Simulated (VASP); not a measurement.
Set up this calculation in VASP 6.6.1, as the native input.

| Property | Result |
| --- | --- |
| Task | single point |
| Functional | LDA |
| Potentials or basis | VASP PAW LDA potentials, release 64 (Sn_d, O) |
| Cutoff | 520 eV |
| k mesh | 10 × 10 × 10 |
| Occupations | gaussian, width 0.05 eV |
| Spin | no spin polarisation |
| Dipole correction | no |
| Further INCAR settings | ALGO = Normal; EDIFF = 1e-07; NBANDS = 35 |

The structure of SnO2 lies in POSCAR:

```
SnO2
1.0
   -1.9861130355      2.0854186873      5.0901677926
    1.9861130355     -2.0854186873      5.0901677926
    1.9861130355      2.0854186873     -5.0901677926
Sn O
2 4
Direct
    0.7500000000      0.2500000000      0.5000000000
    0.0000000000      0.0000000000      0.0000000000
    0.7969975836      0.7969975836      0.0000000000
    0.9530024164      0.4530024164      0.5000000000
    0.2030024164      0.2030024164      0.0000000000
    0.5469975836      0.0469975836      0.5000000000
```

This cell differs from its parent crystal: strain +0.0500 x Voigt [0, 1, 0, 0, 0, 0].

These files were run (other wordings do the same):

INCAR

```
  ALGO = Normal
  EDIFF = 1E-7
  ENCUT = 520
  ISIF = 2
  ISMEAR = 0
  LASPH = T
  LCHARG = T
  LELF = T
  LREAL = F
  LVHAR = T
  LWAVE = F
  NBANDS = 35
  NELM = 80
  PREC = Accurate
  SIGMA = 0.05
```

KPOINTS

```
k-points
0
Gamma
  10 10 10
```

Potentials or basis: VASP PAW LDA potentials, release 64 (Sn_d, O).

Launch:

```bash
$ cat potpaw_LDA.64/Sn_d/POTCAR potpaw_LDA.64/O/POTCAR > POTCAR
$ mpirun -np 1 vasp_std > vasp.out
```

It gave:

```json
{
  "Pressure": "-6.2 GPa",
  "Largest force": "0.957 eV/Å",
  "Band gap on the k mesh": "1.36 eV (least direct gap 1.50 eV)"
}
```

Caveat: the cell differs from its parent crystal (strain +0.0500 x Voigt [0, 1, 0, 0, 0, 0]); the stress differs along the axes, from -14 to -0 GPa; spin-orbit coupling is left out, which moves the levels of the heavy elements.

Run time: 12 min on 1 thread of Oxide Virtual Turin-like Processor, with other jobs on the host, peak memory 0.5 GiB.
